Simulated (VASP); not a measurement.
# Hg (P6/mmm) in VASP: notebook

Runs on Hg. Level: PBEsol. Tasks: single point.

All numbers are computed with VASP 6.6.1; they aren't measurements. Logs are shortened: lines on timing, memory, paths and dates and some standing lists are left out, and cuts for length are marked.

## 1. The cell of the first run

It takes space group P6/mmm (No. 191, hexagonal). Conventional cell: a = 4.479 Å, b = 4.479 Å, c = 3.818 Å, α = 90.00°, β = 90.00°, γ = 120.00°. Within 3.4 Å of Hg (site symmetry -6m2) lie 9 Hg at 2.59 to 3.21 Å. Hg (site symmetry 6/mmm) has 14 Hg at 3.21 to 3.82 Å within 4.2 Å.

## 2. Single point, PBEsol (22.11 Å³/atom)

Input file INCAR:

```
PREC = Accurate
ENCUT = 520
EDIFF = 1E-6
ISMEAR = -1
SIGMA = 0.05
LREAL = False
LASPH = True
NELM = 100
ALGO = Normal
ISIF = 2
LWAVE = False
LCHARG = False
GGA = PS
NBANDS = 25
```

Input file KPOINTS:

```
Automatic mesh
0
Gamma
  8 8 9
```

Input file POSCAR:

```
Hg
1.0
    4.4786431205      0.0000000000      0.0000000000
   -2.2393215602      3.8786187168      0.0000000000
    0.0000000000      0.0000000000      3.8176962911
Hg
3
Direct
    0.3333333333      0.6666666667      0.5000000000
    0.0000000000      0.0000000000      0.0000000000
    0.6666666667      0.3333333333      0.5000000000
```

Potentials or basis: VASP PAW PBE potentials, release 64 (Hg).

Run with:

```
$ cat potpaw_PBE.64/Hg/POTCAR > POTCAR
$ mpirun -np 1 vasp_std > vasp.out
```

OUTCAR:

```text
PREC = Accurate
   ENCUT = 520
   EDIFF = 1E-6
   ISMEAR = -1
   LREAL = False
   LASPH = True
   NELM = 100
   ISIF = 2
   GGA = PS

 ion  position               nearest neighbor table
   1  0.333  0.667  0.500-   3 2.59   3 2.59   3 2.59   2 3.21   2 3.21   2 3.21   2 3.21   2 3.21
                             2 3.21
   2  0.000  0.000  0.000-   1 3.21   3 3.21   1 3.21   3 3.21   1 3.21   1 3.21   3 3.21   3 3.21
                             3 3.21   3 3.21   1 3.21   1 3.21
   3  0.667  0.333  0.500-   1 2.59   1 2.59   1 2.59   2 3.21   2 3.21   2 3.21   2 3.21   2 3.21
                             2 3.21

  LATTYP: Found a hexagonal cell.
 ALAT       =     4.4786431205
 C/A-ratio  =     0.8524225281

  Lattice vectors:

 A1 = (   4.4786431205,   0.0000000000,   0.0000000000)
 A2 = (  -2.2393215602,   3.8786187168,   0.0000000000)
 A3 = (   0.0000000000,   0.0000000000,   3.8176962911)

Analysis of symmetry for initial positions (statically):
=====================================================================
 Subroutine PRICEL returns:
 Original cell was already a primitive cell.

 Routine SETGRP: Setting up the symmetry group for a
 hexagonal supercell.

 Subroutine GETGRP returns: Found 24 space group operations
 (whereof 24 operations were pure point group operations)
 out of a pool of 24 trial point group operations.

The static configuration has the point symmetry D_6h.

Analysis of symmetry for dynamics (positions and initial velocities):
=====================================================================
 Subroutine PRICEL returns:
 Original cell was already a primitive cell.

 Routine SETGRP: Setting up the symmetry group for a
 hexagonal supercell.

 Subroutine GETGRP returns: Found 24 space group operations
 (whereof 24 operations were pure point group operations)
 out of a pool of 24 trial point group operations.

The dynamic configuration has the point symmetry D_6h.

 Subroutine INISYM returns: Found 24 space group operations
 (whereof 24 operations are pure point group operations),
 and found     1 'primitive' translations

----------------------------------------------------------------------------------------

[... 76 lines left out ...]
   k-points           NKPTS =     50   k-points in BZ     NKDIM =     50   number of bands    NBANDS=     25
   number of dos      NEDOS =    301   number of ions     NIONS =      3
   total plane-waves  NPLWV =  36288
   dimension x,y,z NGX =    36 NGY =   36 NGZ =   28
   dimension x,y,z NGXF=    72 NGYF=   72 NGZF=   56
   ions per type =               3
   NGX,Y,Z   is equivalent  to a cutoff of  13.36, 13.36, 12.19 a.u.
   NGXF,Y,Z  is equivalent  to a cutoff of  26.73, 26.73, 24.39 a.u.
 SYSTEM =  unknown system
   PREC   = accura    normal or accurate (medium, high low for compatibility)
   ISTART =      0    job   : 0-new  1-cont  2-samecut
   ICHARG =      2    charge: 1-file 2-atom 10-const
   ISPIN  =      1    spin polarized calculation?
   LNONCOLLINEAR =      F non collinear calculations
   LSORBIT =      F    spin-orbit coupling
   LASPH  =      T    aspherical Exc in radial PAW
   ENCUT  =  520.0 eV  38.22 Ry    6.18 a.u.   8.33  8.33  7.10*2*pi/ulx,y,z
   NELM   =    100;   NELMIN=  2; NELMDL= -5     # of ELM steps
   EDIFF  = 0.1E-05   stopping-criterion for ELM
   LREAL  =      F    real-space projection
[... 7 lines left out ...]
   TEBEG  =    0.0;   TEEND  =   0.0 temperature during run
   PSTRESS=    0.0 pullay stress
   NELECT =      36.0000    total number of electrons
   NUPDOWN=      -1.0000    fix difference up-down
   EMIN   =  10.00;   EMAX   =-10.00  energy-range for DOS
   EFERMI =   0.00;   METHOD = LEGACY
   ISMEAR =    -1;   SIGMA  =   0.05  broadening in eV -4-tet -1-fermi 0-gaus
   EFERMI_NEDOS =   21; number of points for ismear=-14 and -15
   IALGO  =     38    algorithm
   IMIX   =      4    mixing-type and parameters
     AMIX     =   0.40;   BMIX     =  1.00
     AMIX_MAG =   1.60;   BMIX_MAG =  1.00
  volume/ion in A,a.u.               =      22.11       149.18
  Fermi-wavevector in a.u.,A,eV,Ry     =   1.335470  2.523672 24.265708  1.783479
  Thomas-Fermi vector in A             =   2.464171
   LORBIT       =      0    0 simple, 1 ext, 2 COOP (PROOUT), +10 PAW based schemes
   GGA     = PS    functional components
   LHFCALC =     F    Hartree Fock is set to
   AEXX    =    0.0000 exact exchange contribution
   IVDW    =     0    specifies the selected vdW correction
   LEPSILON=     F    determine dielectric tensor
   LRPA    =     F    only Hartree local field effects (RPA)
 non-spin polarized calculation
  energy-cutoff  :      520.00
  volume of cell :       66.32
 maximum number of plane-waves:      1820
 NGX is ok and might be reduce to    36
   NGX = 17   NGY = 17   NGZ = 15

 number of electron      35.9999990 magnetization

 Free energy of the ion-electron system (eV)
  ---------------------------------------------------
  ext. energy  EPLUGINS =         0.00000000
  ---------------------------------------------------
  free energy    TOTEN  =        -0.86757441 eV

  energy without entropy =       -0.85692092  energy(sigma->0) =       -0.86224767

 E-fermi :   3.3151     XC(G=0): -11.3337

 val. band max:        3.3096450150   @ k =   0.1250   0.0000   0.0000
 cond. band min:       3.5007879848   @ k =   0.5000   0.0000   0.2222
 fundamental gap:      0.1911429698
 Fermi energy:         3.3150696189

 k-point     1 :       0.0000    0.0000    0.0000
  band No.  band energies     occupation
      1      -7.0620      2.00000
      2      -5.1714      2.00000
      3      -4.8354      2.00000
      4      -4.8354      2.00000
      5      -4.6102      2.00000
      6      -4.6102      2.00000
[... 661 lines left out ...]
     24      12.3567      0.00000
     25      14.3485      0.00000

 [... further k-points ...]
[... 5 lines left out ...]
  --------------------------------------------------------------------------------------
  -------------------------------------------------------------------------------------
  Total        7.5035705      7.5035705      0.5463680      0.0000000     -0.0000000     -0.0000000
  in kB      181.2815597    181.2815597     13.1999075      0.0000000     -0.0000000     -0.0000000
  external PRESSURE =     125.2543423 kB  Pullay stress =       0.0000000 kB

 VOLUME and BASIS-vectors are now :
 -----------------------------------------------------------------------------
  energy-cutoff  :      520.00
  volume of cell :       66.32
      direct lattice vectors                 reciprocal lattice vectors
     4.478643121  0.000000000  0.000000000     0.223281912  0.128911872  0.000000000
    -2.239321560  3.878618717  0.000000000     0.000000000  0.257823744  0.000000000
     0.000000000  0.000000000  3.817696291     0.000000000  0.000000000  0.261938070

 POSITION                                       TOTAL-FORCE (eV/Angst)
 -----------------------------------------------------------------------------------
     -0.00000      2.58575      1.90885         0.000000      0.000000     -0.000000
      0.00000      0.00000      0.00000        -0.000000      0.000000      0.000000
      2.23932      1.29287      1.90885        -0.000000     -0.000000      0.000000
 -----------------------------------------------------------------------------------
    total drift:                                0.000000     -0.000000     -0.000000

  FREE ENERGIE OF THE ION-ELECTRON SYSTEM (eV)
  ---------------------------------------------------
  free  energy   TOTEN  =        -0.8675744147 eV

  energy  without entropy=       -0.8569209233  energy(sigma->0) =       -0.86224767
```

OSZICAR:

```text
N       E                     dE             d eps       ncg     rms          rms(c)
DAV:   1     0.303252994140E+03    0.30325E+03   -0.18867E+04  2500   0.142E+03
DAV:   2     0.650985244981E+01   -0.29674E+03   -0.28258E+03  2556   0.377E+02
DAV:   3    -0.108733827204E+01   -0.75972E+01   -0.75489E+01  2972   0.684E+01
DAV:   4    -0.110477938254E+01   -0.17441E-01   -0.17434E-01  2721   0.296E+00
DAV:   5    -0.110480694054E+01   -0.27558E-04   -0.27557E-04  3050   0.116E-01    0.119E+01
DAV:   6    -0.895385410467E+00    0.20942E+00   -0.43478E-01  2892   0.719E+00    0.817E+00
DAV:   7    -0.870799760440E+00    0.24586E-01   -0.12758E-01  2862   0.295E+00    0.222E+00
DAV:   8    -0.867538884571E+00    0.32609E-02   -0.21743E-02  2592   0.155E+00    0.196E-01
DAV:   9    -0.867547116361E+00   -0.82318E-05   -0.16105E-04  2982   0.134E-01    0.591E-02
DAV:  10    -0.867573213570E+00   -0.26097E-04   -0.28829E-05  2757   0.417E-02    0.913E-03
DAV:  11    -0.867574565450E+00   -0.13519E-05   -0.48777E-06  2871   0.220E-02    0.481E-03
DAV:  12    -0.867574414697E+00    0.15075E-06   -0.80209E-07  1401   0.961E-03
   1 F= -.86757441E+00 E0= -.86224767E+00  d E =-.106535E-01
```

Run time: 1.7 min. Hardware: 1 thread of Oxide Virtual Turin-like, shared host; peak memory 0.18 GiB.

Results:

| Property | Result |
| --- | --- |
| Free energy | -0.8676 eV |
| Pressure | 12.5 GPa |
| Band gap on the k mesh | zero (bands 18 and 19 overlap by 5.43 eV) |

Caveat: the stress differs along the axes, from 1 to 18 GPa; the PAW data sets were made with another functional, which shifts forces and pressure a little; spin-orbit coupling is left out, which moves the levels of the heavy elements.

(Part 1 of 2 ends here.)

The gap in the log of VASP goes by the Fermi energy; the results here count the filled bands.